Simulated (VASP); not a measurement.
Crystal: ZrTaN.

```
CELL_PARAMETERS angstrom
2.18447 -2.55772 0.00000
2.18447 2.55772 0.00000
0.00000 0.00000 4.70707
ATOMIC_POSITIONS crystal
Zr 0.00000 0.00000 0.00000
Ta 0.00000 0.00000 0.50000
N 0.50000 0.50000 0.50000
```

* Program: VASP 6.6.1
* Task: relaxation of cell and atoms
* Functional: PBE
* Potentials or basis: VASP PAW PBE potentials, release 64 (Zr_sv, Ta_pv, N)
* Cutoff: 600 eV
* k mesh: 6 × 6 × 4
* Occupations: gaussian, width 0.1 eV
* Spin: no spin polarisation

At the start: pressure 2.6 GPa; volume 17.53 Å³/atom.

Task: Where does the relaxation end?

Result: Over 13 steps the energy falls by 1067.7 meV/atom and the volume is 17.76 Å³/atom (+1.3 %); space group P4/mmm (No. 123, to 0.05 Å).

The path:
```csv
step,energy change (eV),largest force (eV/Å),pressure (GPa),volume (Å³)
1,0.0000,0.0000,2.61,52.60
2,-2.5929,0.0000,9.63,52.43
3,-2.6417,0.0000,5.20,52.68
4,-3.0120,0.0000,-3.10,56.69
5,-3.1669,0.0000,-4.10,55.39
6,-3.1597,0.0000,5.46,52.23
7,-3.1920,0.0000,0.08,53.87
8,-3.2021,0.0000,-0.32,53.49
9,-3.2023,0.0000,-0.37,53.43
10,-3.2031,0.0000,0.33,53.11
11,-3.2031,0.0000,0.22,53.17
12,-3.2031,0.0000,0.18,53.18
13,-3.2031,0.0000,-0.19,53.28
```

Final structure:
```xyz
3
Lattice="2.1057 -2.1072 0.0000 2.1057 2.1072 0.0000 0.0000 0.0000 6.0038" Properties=species:S:1:pos:R:3 pbc="T T T"
Zr    2.1057    2.1072    0.0000
Ta    0.0000    0.0000    3.0019
N     2.1057    0.0000    3.0019
```
